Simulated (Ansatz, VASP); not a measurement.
One calculation of SrTaO2, two programs

File INCAR:

```
SYSTEM = SrTaO2
PREC = Accurate
ENCUT = 520
EDIFF = 1E-7
ISMEAR = 0
SIGMA = 0.1
LREAL = .False.
LASPH = .True.
NELM = 100
ALGO = Normal
ISIF = 2
LWAVE = .False.
LCHARG = .False.
GGA = PE
NBANDS = 24
```

The input KPOINTS:

```
regular mesh
0
Gamma
  10 10 10
  0 0 0
```

POSCAR

```
SrTaO2
1.0
    4.1064261443      0.0000000000      0.0000000000
    0.0000000000      4.1064261443      0.0000000000
    0.0000000000      0.0000000000      3.5043756306
Sr Ta O
1 1 2
Direct
    0.5000000000      0.5000000000      0.0000000000
    0.0000000000      0.0000000000      0.5000000000
    0.0000000000      0.5000000000      0.5000000000
    0.5000000000      0.0000000000      0.5000000000
```

Input for Ansatz:

```yaml
crystal:
  lattice:
    - [4.1064261443, 0.0, 0.0]
    - [0.0, 4.1064261443, 0.0]
    - [0.0, 0.0, 3.5043756306]
  atoms:
    - { symbol: Sr, position: [0.5, 0.5, 0.0] }
    - { symbol: Ta, position: [0.0, 0.0, 0.5] }
    - { symbol: O, position: [0.0, 0.5, 0.5] }
    - { symbol: O, position: [0.5, 0.0, 0.5] }
basis:
  ecutwfc: 420
kpoints:
  mp_grid: { grid: [10, 10, 10] }
  band_path:
    path:
      - [[0.0, 0.0, 0.0], [0.0, 0.5, 0.0], [0.5, 0.5, 0.0], [0.0, 0.0, 0.0], [0.0, 0.0, 0.5], [0.0, 0.5, 0.5], [0.5, 0.5, 0.5], [0.0, 0.0, 0.5]]
      - [[0.0, 0.5, 0.0], [0.0, 0.5, 0.5]]
      - [[0.5, 0.5, 0.0], [0.5, 0.5, 0.5]]
    npoints: 14
hamiltonian:
  xc: pbe
scf:
  occupations: { method: gaussian, width: 0.1 }
  n_extra_bands: 10
output:
  forces: true
  stress: true
  eigenvalues: true
  populations: true
  dos: { projected: true, de: 0.02, nscf_kmesh: { grid: [12, 12, 12] } }
  bader: true
  write_density: true
  write_potential: true
  elf: true
  volumetric_format: npy
```

Alike in both runs: task single point; functional PBE; k mesh 10 × 10 × 10; occupations gaussian, width 0.1 eV; no spin polarisation.

|  | VASP | Ansatz |
| --- | --- | --- |
| version | VASP 6.6.1 | Ansatz 0.2.0 |
| potentials or method | VASP PAW PBE potentials, release 64 (Sr_sv, Ta_pv, O), cutoff 520 eV | scalar-relativistic, plane waves, PAW |
| valence electrons in the cell | 33 | 35 |

|  | VASP | Ansatz | Ansatz less VASP |
| --- | --- | --- | --- |
| gap on the k mesh at the Fermi level (eV) | none | none | - |
| pressure (GPa) | 0.5 | 0.0 | -0.54 |
| traceless stress, the component that is largest in VASP (GPa) | -0.19 | -0.01 | +0.174 |

A gap of «none» marks a metal or a gap that the smearing closes. VASP's potentials hold 33 valence electrons a cell and Ansatz's 35, so a difference there can come from the potentials and not from the codes.

Neither program's run includes spin-orbit coupling.
